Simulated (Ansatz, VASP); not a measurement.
**One calculation of I, two programs**

Contents of INCAR:

```
SYSTEM = I
ALGO     = Normal         ! electronic algorithm
EDIFF    = 1E-7           ! SCF threshold, eV
ENCUT    = 520            ! plane-wave cutoff, eV
GGA      = CA             ! functional
ISIF     = 2              ! what is computed and relaxed
ISMEAR   = -1             ! smearing method
LASPH    = .TRUE.         ! aspherical terms in the spheres
LCHARG   = .FALSE.        ! write CHGCAR
LREAL    = .FALSE.        ! projectors in reciprocal space
LWAVE    = .FALSE.        ! write WAVECAR
NBANDS   = 14             ! bands
NELM     = 80             ! most SCF steps
PREC     = Accurate       ! precision mode
SIGMA    = 0.08           ! smearing width, eV
```

Contents of KPOINTS:

```
k-points
0
G
  11 11 11
  0 0 0
```

POSCAR

```
I
1.0
    0.0000000000      3.3514115345      3.3514115345
    3.3514115345      0.0000000000      3.3514115345
    3.3514115345      3.3514115345      0.0000000000
I
2
Direct
   -0.1250000000     -0.1250000000     -0.1250000000
    0.1250000000      0.1250000000      0.1250000000
```

Input for Ansatz:

```yaml
crystal:
  lattice:
    - [0.0, 3.3514115345, 3.3514115345]
    - [3.3514115345, 0.0, 3.3514115345]
    - [3.3514115345, 3.3514115345, 0.0]
  atoms:
    - { symbol: I, position: [-0.125, -0.125, -0.125] }
    - { symbol: I, position: [0.125, 0.125, 0.125] }
kpoints:
  mp_grid: { grid: [11, 11, 11] }
scf:
  occupations: { method: fermi_dirac, width: 0.08 }
hamiltonian:
  xc: lda
  pseudopotentials: { kind: paw }
output:
  forces: true
  stress: true
  eigenvalues: true
  populations: true
```

Change from the starting cell: volume scaled by 0.7, PAW files.

Alike in both runs: task single point; functional LDA; k mesh 11 × 11 × 11; occupations fermi-dirac, width 0.08 eV; no spin polarisation.

```csv
,VASP,Ansatz
version,VASP 6.6.1,Ansatz 0.2.0
potentials or method,"VASP PAW LDA potentials, release 64 (I)","PAW with Ansatz's default frozen-core files, scalar-relativistic"
plane-wave cutoff (eV),520,420
valence electrons in the cell,14,34
```

```tsv
	VASP	Ansatz	Ansatz less VASP
pressure (GPa)	12.9	12.9	-0.02
```

LDA's correlation is that of Perdew and Zunger in VASP and of Perdew and Wang (1992) in Ansatz. VASP's potentials hold 14 valence electrons a cell and Ansatz's 34, so a difference there can come from the potentials and not from the codes.

Neither program's run includes spin-orbit coupling.
